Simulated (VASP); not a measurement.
SiC:

```xyz
2
Lattice="0.0000 2.1345 2.1345 2.1345 0.0000 2.1345 2.1345 2.1345 0.0000" Properties=species:S:1:pos:R:3 pbc="T T T"
Si    0.0000    0.0000    0.0000
C     3.2018    3.2018    3.2018
```

Base run:

| Property | Result |
| --- | --- |
| Program | VASP 6.6.1 |
| Functional | r2SCAN |
| Potentials or basis | VASP PAW PBE potentials, release 64 (Si, C) |
| Cutoff | 660 eV |
| k mesh | 10 × 10 × 10 |
| Occupations | fermi-dirac, width 0.05 eV |
| Spin | no spin polarisation |

Its results: band gap on the k mesh 1.68 eV (least direct gap 5.14 eV); pressure 15.0 GPa.

The run is repeated on the same cell with these changes: dispersion from none to D3(BJ). What comes out?

Band gap on the k mesh 1.68 eV (least direct gap 5.14 eV); pressure 12.5 GPa.

Dispersion adds attraction, which lowers the pressure at fixed volume and, as a term added to the energy, leaves the levels alone.

Caveats: the cell stands under pressure; the PAW data sets were made with another functional, which shifts forces and pressure a little.

A k mesh can miss the band edges.
